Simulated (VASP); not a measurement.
A run of VASP 6.6.1 is set up as follows.

Contents of POSCAR:

```
PbS
1.0
    0.0000000000      2.9650000000      2.9650000000
    2.9650000000      0.0000000000      2.9650000000
    2.9650000000      2.9650000000      0.0000000000
Pb S
1 1
Direct
    0.0000000000      0.0000000000      0.0178863435
    0.5000000000      0.5000000000      0.5000000000
```

File INCAR.step1:

```
SYSTEM = PbS
PREC = Accurate
ENCUT = 520
ISMEAR = 0
SIGMA = 0.05
LREAL = .FALSE.
LASPH = .TRUE.
NELM = 100
NBANDS = 17
GGA = PE
ALGO = Normal
EDIFF = 1E-4
LWAVE = .TRUE.
LCHARG = .FALSE.
```

File INCAR.step2:

```
SYSTEM = PbS
PREC = Accurate
ENCUT = 520
EDIFF = 1E-7
ISMEAR = 0
SIGMA = 0.05
LREAL = .FALSE.
LASPH = .TRUE.
NELM = 100
ALGO = Normal
ISIF = 2
LWAVE = .FALSE.
LCHARG = .FALSE.
METAGGA = R2SCAN
LMIXTAU = .TRUE.
NBANDS = 17
ISTART = 1
```

File KPOINTS:

```
Automatic mesh
0
G
  8 8 8
  0 0 0
```

Potentials or basis: VASP PAW PBE potentials, release 64 (Pb_d, S).

The run is started by

```bash
$ cat potpaw_PBE.64/Pb_d/POTCAR potpaw_PBE.64/S/POTCAR > POTCAR
$ cp INCAR.step1 INCAR
$ mpirun -np 1 vasp_std > vasp.out
$ cp INCAR.step2 INCAR
$ mpirun -np 1 vasp_std > vasp.out
```

Q: Predict the pressure.

A: 1.4 GPa.

Q: Estimate the largest force.

A: 0.036 eV/Å.

Q: What does it give for the band gap on the k mesh?

A: 0.63 eV.

Stress tensor (GPa, compression positive):
```
1.46 0.04 0.00
0.04 1.46 0.00
0.00 0.00 1.35
```

Caveat: the cell differs from its parent crystal (all Pb atoms moved +0.075 Å, as atom 1 along Cartesian [1 1 0]); the PAW data sets were made with another functional, which shifts forces and pressure a little; spin-orbit coupling is left out, which moves the levels of the heavy elements. A k mesh can miss the band edges.
